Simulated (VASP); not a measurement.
# Co (Pm-3n) in VASP: a series of runs

The runs below take Co through single point, with PBEsol.

All numbers are computed with VASP 6.6.1; they aren't measurements. Logs are shortened: lines on timing, memory, paths and dates and some standing lists are left out, and cuts for length are marked.

## Step 1: The cell of the first run

It takes space group Pm-3n (No. 223, cubic). Conventional cell: a = 4.398 Å, b = 4.398 Å, c = 4.398 Å, α = 90.00°, β = 90.00°, γ = 90.00°. Within 3.2 Å of Co (site symmetry m-3) lie 12 Co at 2.46 Å. Within 2.9 Å of Co (site symmetry -4m2) lie 14 Co at 2.20 to 2.69 Å.

## Step 2: Single point, PBEsol, collinear spin, ferromagnetic start

INCAR reads:

```
ALGO = Normal ; EDIFF = 1E-6
ENCUT = 520 ; GGA = PS
ISIF = 2 ; ISMEAR = -1
ISPIN = 2 ; LASPH = T
LCHARG = F ; LMAXMIX = 4
LORBIT = 11 ; LREAL = F
LWAVE = F ; MAGMOM = 1.665 1.665 1.725 1.725 1.725 1.725 1.725 1.725
NBANDS = 50 ; NELM = 150
PREC = Accurate ; SIGMA = 0.05
```

KPOINTS reads:

```
k-points
0
Gamma
  8 8 8
```

POSCAR reads:

```
Co
1.0
    4.3975315279      0.0000000000      0.0000000000
    0.0000000000      4.3975315279      0.0000000000
    0.0000000000      0.0000000000      4.3975315279
Co
8
Direct
    0.0000000000      0.0000000000      0.0000000000
    0.5000000000      0.5000000000      0.5000000000
    0.2500000000      0.0000000000      0.5000000000
    0.7500000000      0.0000000000      0.5000000000
    0.5000000000      0.2500000000      1.0000000000
    0.5000000000      0.7500000000      1.0000000000
    0.0000000000      0.5000000000      0.2500000000
    1.0000000000      0.5000000000      0.7500000000
```

Potentials or basis: VASP PAW PBE potentials, release 64 (Co).

The run is started by

```sh
cat potpaw_PBE.64/Co/POTCAR > POTCAR
mpirun -np 1 vasp_std > vasp.out
```

OUTCAR:

```text
EDIFF = 1E-6
   ENCUT = 520
   GGA = PS
   ISIF = 2
   ISMEAR = -1
   ISPIN = 2
   LASPH = T
   LORBIT = 11
   LREAL = F
   NELM = 150
   PREC = Accurate

 ion  position               nearest neighbor table
   1  0.000  0.000  0.000-   3 2.46   4 2.46   5 2.46   6 2.46   7 2.46   8 2.46   3 2.46   4 2.46
                             7 2.46   8 2.46   5 2.46   6 2.46
   2  0.500  0.500  0.500-   3 2.46   4 2.46   5 2.46   6 2.46   7 2.46   8 2.46   5 2.46   6 2.46
                             3 2.46   4 2.46   7 2.46   8 2.46
   3  0.250  0.000  0.500-   4 2.20   4 2.20   1 2.46   1 2.46   2 2.46   2 2.46   8 2.69   5 2.69
                             5 2.69   6 2.69   6 2.69   7 2.69   8 2.69   7 2.69
   4  0.750  0.000  0.500-   3 2.20   3 2.20   1 2.46   1 2.46   2 2.46   2 2.46   8 2.69   5 2.69
                             5 2.69   6 2.69   6 2.69   7 2.69   8 2.69   7 2.69
   5  0.500  0.250  0.000-   6 2.20   6 2.20   1 2.46   2 2.46   2 2.46   1 2.46   8 2.69   4 2.69
                             3 2.69   4 2.69   3 2.69   7 2.69   7 2.69   8 2.69
   6  0.500  0.750  0.000-   5 2.20   5 2.20   1 2.46   2 2.46   2 2.46   1 2.46   8 2.69   4 2.69
                             3 2.69   4 2.69   3 2.69   7 2.69   7 2.69   8 2.69
   7  0.000  0.500  0.250-   8 2.20   8 2.20   1 2.46   2 2.46   1 2.46   2 2.46   3 2.69   4 2.69
                             5 2.69   3 2.69   4 2.69   6 2.69   5 2.69   6 2.69
   8  0.000  0.500  0.750-   7 2.20   7 2.20   1 2.46   2 2.46   1 2.46   2 2.46   3 2.69   4 2.69
                             5 2.69   3 2.69   4 2.69   6 2.69   5 2.69   6 2.69

  LATTYP: Found a simple cubic cell.
 ALAT       =     4.3975315279

  Lattice vectors:

 A1 = (   4.3975315279,   0.0000000000,   0.0000000000)
 A2 = (   0.0000000000,   4.3975315279,   0.0000000000)
 A3 = (   0.0000000000,   0.0000000000,   4.3975315279)

Analysis of symmetry for initial positions (statically):
=====================================================================
 Subroutine PRICEL returns:
 Original cell was already a primitive cell.

 Routine SETGRP: Setting up the symmetry group for a
 simple cubic supercell.

 Subroutine GETGRP returns: Found 48 space group operations
 (whereof 24 operations were pure point group operations)
 out of a pool of 48 trial point group operations.

The static configuration has the point symmetry T_h .
 The point group associated with its full space group is O_h .

Analysis of symmetry for dynamics (positions and initial velocities):
=====================================================================
 Subroutine PRICEL returns:
 Original cell was already a primitive cell.

 Routine SETGRP: Setting up the symmetry group for a
 simple cubic supercell.

 Subroutine GETGRP returns: Found 48 space group operations
 (whereof 24 operations were pure point group operations)
 out of a pool of 48 trial point group operations.

The dynamic configuration has the point symmetry T_h .
 The point group associated with its full space group is O_h .

Analysis of structural, dynamic, and magnetic symmetry:
=====================================================================
 Subroutine PRICEL returns:
 Original cell was already a primitive cell.

 Routine SETGRP: Setting up the symmetry group for a
 simple cubic supercell.

 Subroutine GETGRP returns: Found 48 space group operations
 (whereof 24 operations were pure point group operations)
 out of a pool of 48 trial point group operations.

The overall configuration has the point symmetry T_h .
 The point group associated with its full space group is O_h .

 Subroutine INISYM returns: Found 48 space group operations
 (whereof 24 operations are pure point group operations),
 and found     1 'primitive' translations

----------------------------------------------------------------------------------------

                                     Primitive cell

  volume of cell :      85.0407

  direct lattice vectors                    reciprocal lattice vectors
     4.397531528  0.000000000  0.000000000     0.227400303  0.000000000  0.000000000
     0.000000000  4.397531528  0.000000000     0.000000000  0.227400303  0.000000000
     0.000000000  0.000000000  4.397531528     0.000000000  0.000000000  0.227400303

  length of vectors
     4.397531528  4.397531528  4.397531528     0.227400303  0.227400303  0.227400303
[... 82 lines left out ...]
   NGXF,Y,Z  is equivalent  to a cutoff of  27.22, 27.22, 27.22 a.u.
 SYSTEM =  unknown system
   PREC   = accura    normal or accurate (medium, high low for compatibility)
   ISTART =      0    job   : 0-new  1-cont  2-samecut
   ICHARG =      2    charge: 1-file 2-atom 10-const
   ISPIN  =      2    spin polarized calculation?
   LNONCOLLINEAR =      F non collinear calculations
   LSORBIT =      F    spin-orbit coupling
   LASPH  =      T    aspherical Exc in radial PAW
   ENCUT  =  520.0 eV  38.22 Ry    6.18 a.u.   8.18  8.18  8.18*2*pi/ulx,y,z
   NELM   =    150;   NELMIN=  2; NELMDL= -5     # of ELM steps
   EDIFF  = 0.1E-05   stopping-criterion for ELM
   LREAL  =      F    real-space projection
   EDIFFG = 0.1E-04   stopping-criterion for IOM
   NSW    =      0    number of steps for IOM
   IBRION =     -1    ionic relax: 0-MD 1-quasi-New 2-CG
   NFREE  =      0    steps in history (QN), initial steepest desc. (CG)
   ISIF   =      2    stress and relaxation
   ISYM   =      2    0-nonsym 1-usesym 2-fastsym
   POTIM  = 0.5000    time-step for ionic-motion
   TEBEG  =    0.0;   TEEND  =   0.0 temperature during run
   PSTRESS=    0.0 pullay stress
   NELECT =      72.0000    total number of electrons
   NUPDOWN=      -1.0000    fix difference up-down
   EMIN   =  10.00;   EMAX   =-10.00  energy-range for DOS
   EFERMI =   0.00;   METHOD = LEGACY
   ISMEAR =    -1;   SIGMA  =   0.05  broadening in eV -4-tet -1-fermi 0-gaus
   EFERMI_NEDOS =   21; number of points for ismear=-14 and -15
   IALGO  =     38    algorithm
   IMIX   =      4    mixing-type and parameters
     AMIX     =   0.40;   BMIX     =  1.00
     AMIX_MAG =   1.60;   BMIX_MAG =  1.00
  volume/ion in A,a.u.               =      10.63        71.74
  Fermi-wavevector in a.u.,A,eV,Ry     =   1.548734  2.926682 32.634602  2.398576
  Thomas-Fermi vector in A             =   2.653641
   LORBIT       =     11    0 simple, 1 ext, 2 COOP (PROOUT), +10 PAW based schemes
   GGA     = PS    functional components
   LHFCALC =     F    Hartree Fock is set to
   AEXX    =    0.0000 exact exchange contribution
   IVDW    =     0    specifies the selected vdW correction
   LEPSILON=     F    determine dielectric tensor
   LRPA    =     F    only Hartree local field effects (RPA)
 spin polarized calculation
  energy-cutoff  :      520.00
  volume of cell :       85.04
 maximum number of plane-waves:      2320
 NGX is ok and might be reduce to    36
   NGX = 17   NGY = 17   NGZ = 17

 number of electron      72.0000072 magnetization      13.2821823

 Free energy of the ion-electron system (eV)
  ---------------------------------------------------
  ext. energy  EPLUGINS =         0.00000000
  ---------------------------------------------------
  free energy    TOTEN  =       -61.05323639 eV

  energy without entropy =      -60.98324580  energy(sigma->0) =      -61.01824110

 E-fermi :  10.6275     XC(G=0): -13.6884

 val. band max:       10.6262010617   @ k =   0.3750   0.0000   0.0000
 cond. band min:      10.6287430220   @ k =   0.5000   0.2500   0.0000
 fundamental gap:      0.0025419603
 Fermi energy:        10.6275444543

 spin component 1

 k-point     1 :       0.0000    0.0000    0.0000
  band No.  band energies     occupation
      1       1.2697      1.00000
      2       5.0996      1.00000
      3       5.0996      1.00000
      4       5.7826      1.00000
      5       5.9295      1.00000
      6       5.9295      1.00000
[... 1213 lines left out ...]
     47      14.2581      0.00000
     48      15.1522      0.00000

 [... further k-points ...]

 spin component 2

 k-point     1 :       0.0000    0.0000    0.0000
  band No.  band energies     occupation
      1       1.3660      1.00000
      2       6.0159      1.00000
      3       6.0159      1.00000
      4       6.5690      1.00000
      5       7.2933      1.00000
      6       7.2933      1.00000
[... 1213 lines left out ...]
     47      15.1031      0.00000
     48      15.9907      0.00000

 [... further k-points ...]

 [bands above 48 left out]

------------------------ aborting loop because EDIFF is reached ----------------------------------------

  FORCE on cell =-STRESS in cart. coord.  units (eV):
  Direction    XX          YY          ZZ          XY          YZ          ZX
  --------------------------------------------------------------------------------------
  -------------------------------------------------------------------------------------
  Total       -0.4760989     -0.4760989     -0.4760989     -0.0000000      0.0000000     -0.0000000
  in kB       -8.9697618     -8.9697618     -8.9697618     -0.0000000      0.0000000     -0.0000000
  external PRESSURE =      -8.9697618 kB  Pullay stress =       0.0000000 kB

 VOLUME and BASIS-vectors are now :
 -----------------------------------------------------------------------------
  energy-cutoff  :      520.00
  volume of cell :       85.04
      direct lattice vectors                 reciprocal lattice vectors
     4.397531528  0.000000000  0.000000000     0.227400303  0.000000000  0.000000000
     0.000000000  4.397531528  0.000000000     0.000000000  0.227400303  0.000000000
     0.000000000  0.000000000  4.397531528     0.000000000  0.000000000  0.227400303

 POSITION                                       TOTAL-FORCE (eV/Angst)
 -----------------------------------------------------------------------------------
      0.00000      0.00000      0.00000         0.000000      0.000000      0.000000
      2.19877      2.19877      2.19877         0.000000      0.000000      0.000000
      1.09938      0.00000      2.19877         0.000000      0.000000      0.000000
      3.29815      0.00000      2.19877        -0.000000      0.000000     -0.000000
      2.19877      1.09938      0.00000         0.000000      0.000000     -0.000000
      2.19877      3.29815      0.00000        -0.000000     -0.000000     -0.000000
      0.00000      2.19877      1.09938         0.000000     -0.000000      0.000000
      0.00000      2.19877      3.29815         0.000000     -0.000000     -0.000000
 -----------------------------------------------------------------------------------
    total drift:                                0.000000      0.000000     -0.000000

  FREE ENERGIE OF THE ION-ELECTRON SYSTEM (eV)
  ---------------------------------------------------
  free  energy   TOTEN  =       -61.0532363935 eV

  energy  without entropy=      -60.9832457989  energy(sigma->0) =      -61.01824110

 total charge

# of ion       s       p       d       tot
------------------------------------------
    1        0.506   0.560   7.285   8.351
    2        0.506   0.560   7.285   8.351
    3        0.500   0.545   7.283   8.329
    4        0.500   0.545   7.283   8.329
    5        0.500   0.545   7.283   8.329
    6        0.500   0.545   7.283   8.329
    7        0.500   0.545   7.283   8.329
    8        0.500   0.545   7.283   8.329
--------------------------------------------------
tot          4.014   4.391  58.269  66.675

 magnetization (x)

# of ion       s       p       d       tot
------------------------------------------
    1       -0.015  -0.051   1.679   1.613
    2       -0.015  -0.051   1.679   1.613
    3       -0.007  -0.044   1.736   1.685
    4       -0.007  -0.044   1.736   1.685
    5       -0.007  -0.044   1.736   1.685
    6       -0.007  -0.044   1.736   1.685
    7       -0.007  -0.044   1.736   1.685
    8       -0.007  -0.044   1.736   1.685
--------------------------------------------------
tot         -0.071  -0.367  13.775  13.337
```

Wall time 3.9 min (1 thread of Intel Xeon Platinum 8375C at 2.90GHz (Ice Lake), shared host); peak memory 0.35 GiB.

What came out:

```yaml
Free_energy: -61.0532 eV
Pressure: -0.9 GPa
Net_moment: 13.28 μB per cell
Site_moments: Co +1.61, +1.69 (each value once) μB
Valence_electrons_inside_the_program's_atomic_spheres: Co 8.35, 8.33 (each value once)
```

Caveat: the PAW data sets were made with another functional, which shifts forces and pressure a little.

## Step 3: Single point, PBEsol

This run uses another cell than the first one, of 10.18 Å³/atom.

INCAR reads:

```
SYSTEM = Co
ALGO     = Normal         ! electronic algorithm
EDIFF    = 1E-6           ! SCF threshold, eV
ENCUT    = 520            ! plane-wave cutoff, eV
GGA      = PS             ! functional
ISIF     = 2              ! what is computed and relaxed
ISMEAR   = -1             ! smearing method
LASPH    = .TRUE.         ! aspherical terms in the spheres
LCHARG   = .FALSE.        ! write CHGCAR
LREAL    = .FALSE.        ! projectors in reciprocal space
LWAVE    = .FALSE.        ! write WAVECAR
NBANDS   = 46             ! bands
NELM     = 80             ! most SCF steps
PREC     = Accurate       ! precision mode
SIGMA    = 0.1            ! smearing width, eV
```

KPOINTS reads:

```
k-points
0
G
  6 6 6
  0 0 0
```

POSCAR reads:

```
Co
1.0
    4.3348770508      0.0000000000      0.0000000000
    0.0000000000      4.3348770508      0.0000000000
    0.0000000000      0.0000000000      4.3348770508
Co
8
Direct
    0.0000000000      0.0000000000      1.0000000000
    0.5000000000      0.5000000000      0.5000000000
    0.2500000000      1.0000000000      0.5000000000
    0.7500000000      1.0000000000      0.5000000000
    0.5000000000      0.2500000000      1.0000000000
    0.5000000000      0.7500000000      1.0000000000
    1.0000000000      0.5000000000      0.2500000000
    1.0000000000      0.5000000000      0.7500000000
```

Potentials or basis: VASP PAW PBE potentials, release 64 (Co).

The run is started by

```sh
cat potpaw_PBE.64/Co/POTCAR > POTCAR
mpirun -np 1 vasp_std > vasp.out
```

Wall time 46 s (1 thread of Intel Xeon Platinum 8488C (Sapphire Rapids), shared host); peak memory 0.2 GiB.

It converged, with:

```yaml
Free_energy: -59.3827 eV
Pressure: -1.1 GPa
Band_gap_on_the_k_mesh: zero (bands 36 and 37 overlap by 0.24 eV)
```

Levels at points of the mesh, in eV from the Fermi level:
```
           k point  band 33  band 34  band 35  band 36  band 37  band 38
(0.00, 0.00, 0.00)    -0.55    -0.12    -0.12     0.13     0.13     0.13
(0.50, 0.00, 0.00)    -0.13    -0.13    -0.13    -0.13    -0.05    -0.05
(0.50, 0.50, 0.00)    -0.42    -0.28    -0.10    -0.10     0.01     0.20
(0.50, 0.50, 0.50)    -0.01    -0.01    -0.01    -0.01     0.03     0.03
```

Caveat: the PAW data sets were made with another functional, which shifts forces and pressure a little; the run has no spin polarisation, though such a crystal can be magnetic. Spin polarisation is off, so any magnetic state and its effect on volume and gap are missing.
